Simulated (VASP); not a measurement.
A run of VASP 6.6.1:

File POSCAR:

```
MgO
1.0
    0.0000000000      2.1332500000      2.1332500000
    2.1332500000      0.0000000000      2.1332500000
    2.1332500000      2.1332500000      0.0000000000
Mg O
1 1
Direct
    0.0000000000      0.0000000000      0.0000000000
    0.5000000000      0.5000000000      0.5000000000
```

The input INCAR.step1:

```
SYSTEM = MgO
  PREC = Accurate
  ENCUT = 520
  ISMEAR = -1
  SIGMA = 0.02
  LREAL = .FALSE.
  LASPH = .TRUE.
  NELM = 80
  NBANDS = 11
  GGA = PE
  ALGO = Normal
  EDIFF = 1E-4
  LWAVE = .TRUE.
  LCHARG = .FALSE.
```

File INCAR.step2:

```
SYSTEM = MgO
  PREC = Accurate
  ENCUT = 520
  EDIFF = 1E-7
  ISMEAR = -1
  SIGMA = 0.02
  LREAL = .FALSE.
  LASPH = .TRUE.
  NELM = 80
  ALGO = Normal
  ISIF = 2
  LWAVE = .FALSE.
  LCHARG = .FALSE.
  METAGGA = R2SCAN
  LMIXTAU = .TRUE.
  NBANDS = 11
  ISTART = 1
```

File KPOINTS:

```
regular mesh
0
G
  9 9 9
  0 0 0
```

Potentials or basis: VASP PAW PBE potentials, release 64 (Mg, O).

Launch:

```bash
$ cat potpaw_PBE.64/Mg/POTCAR potpaw_PBE.64/O/POTCAR > POTCAR
$ cp INCAR.step1 INCAR
$ mpirun -np 1 vasp_std > vasp.out
$ cp INCAR.step2 INCAR
$ mpirun -np 1 vasp_std > vasp.out
```

Hardware: 1 thread of Intel Xeon 8259CL, with other jobs on the host.

Q: Estimate the wall time of this run.

A: It took 55 s on 1 thread of Intel Xeon 8259CL, with other jobs on the host, peak memory 0.14 GiB. Counts: k points 35.
